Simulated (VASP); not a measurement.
Set up this calculation in VASP 6.6.1, as the native input.

```yaml
Task: relaxation of cell and atoms
Functional: PBE
Potentials_or_basis: VASP PAW PBE potentials, release 64 (Nb_sv, H)
Cutoff: 600 eV
k_mesh: 4 × 4 × 4
Occupations: gaussian, width 0.1 eV
Spin: no spin polarisation
Dipole_correction: no
Further_INCAR_settings: ALGO = Normal; EDIFF = 1e-06; IBRION = 2; EDIFFG = -0.04; NSW = 90; ISIF = 3
```

The structure of Nb2H lies in POSCAR:

```
Nb2H
1.0
    4.4605451400      0.0000000000      0.0000000000
    0.0000000000      4.4605451400      0.0000000000
    0.0000000000      0.0000000000      4.4605451400
Nb H
4 2
Direct
    0.2500000000      0.2500000000      0.7500000000
    0.7500000000      0.2500000000      0.2500000000
    0.2500000000      0.7500000000      0.2500000000
    0.7500000000      0.7500000000      0.7500000000
    0.5000000000      0.5000000000      0.5000000000
    0.0000000000      0.0000000000      0.0000000000
```

These files were run (other wordings do the same):

INCAR

```
ALGO = Normal
EDIFF = 1E-6
EDIFFG = -0.04
ENCUT = 600
GGA = PE
IBRION = 2
ISIF = 3
ISMEAR = 0
LASPH = T
LCHARG = F
LREAL = F
LWAVE = F
NELM = 100
NSW = 90
PREC = Accurate
SIGMA = 0.1
```

KPOINTS

```
k-points
0
Gamma
  4 4 4
```

Potentials or basis: VASP PAW PBE potentials, release 64 (Nb_sv, H).

The run is started by

```bash
$ cat potpaw_PBE.64/Nb_sv/POTCAR potpaw_PBE.64/H/POTCAR > POTCAR
$ mpirun -np 1 vasp_std > vasp.out
```

It gave:

| Property | Result |
| --- | --- |
| Relaxed volume | 13.68 Å³/atom |
| Relaxed cell | a = 4.346 Å, b = 4.346 Å, c = 4.346 Å, α = 90.00°, β = 90.00°, γ = 90.00° |
| Space group after relaxing (to 0.05 Å) | Pn-3m (No. 224) |
| Energy gained by relaxing | 42.6 meV/atom |
| Ionic steps | 3 |
| Pressure after relaxing | -0.2 GPa |
| Band gap on the k mesh | zero (band 27 reaches 10.47 eV, above the bottom of band 28 at 9.16 eV) |

It took 99 s on 1 thread of Intel(R) Xeon(R) Platinum 8488C (Sapphire Rapids), on a shared host, peak memory 0.22 GiB.
